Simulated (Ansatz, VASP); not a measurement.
**P in VASP and in Ansatz**

The input INCAR:

```
PREC = Accurate
ENCUT = 520
EDIFF = 1E-7
ISMEAR = 0
SIGMA = 0.15
LREAL = False
LASPH = True
NELM = 80
ALGO = Normal
ISIF = 2
LWAVE = False
LCHARG = True
GGA = PS
LELF = True
LVHAR = True
NBANDS = 8
```

File KPOINTS:

```
regular mesh
0
Gamma
  12 12 12
```

POSCAR

```
P
1.0
    4.2729048574     -0.0854580971      0.0000000000
   -0.0854580971      4.2729048574      0.0000000000
    0.0000000000      0.0000000000      4.3780000000
P
1
Direct
    0.0000000000      0.0000000000      0.0000000000
```

Input for Ansatz:

```yaml
crystal:
  lattice:
    - [4.2729048574, -0.0854580971, 0.0]
    - [-0.0854580971, 4.2729048574, 0.0]
    - [0.0, 0.0, 4.378]
  atoms:
    - { symbol: P, position: [0.0, 0.0, 0.0] }
basis:
  ecutwfc: 420
kpoints:
  mp_grid: { grid: [12, 12, 12] }
hamiltonian:
  xc: pbesol
scf:
  occupations: { method: gaussian, width: 0.15 }
output:
  forces: true
  stress: true
  eigenvalues: true
```

Change from the starting cell: strain -0.0400 x Voigt [0, 0, 0, 0, 0, 1], atoms carried along.

Alike in both runs: task single point; functional PBEsol; k mesh 12 × 12 × 12; occupations gaussian, width 0.15 eV; no spin polarisation.

|  | VASP | Ansatz |
| --- | --- | --- |
| version | VASP 6.6.1 | Ansatz 0.2.0 |
| potentials or method | VASP PAW PBE potentials, release 64 (P), cutoff 520 eV | scalar-relativistic, plane waves, PAW |
| valence electrons in the cell | 5 | 5 |

```tsv
	VASP	Ansatz	Ansatz less VASP
gap on the k mesh at the Fermi level (eV)	none	none	-
pressure (GPa)	-3.9	-3.8	+0.01
traceless stress, the component that is largest in VASP (GPa)	0.28	0.28	0.000
```

VASP's potentials were made for PBE, not for PBEsol. A gap of «none» marks a metal or a gap that the smearing closes.
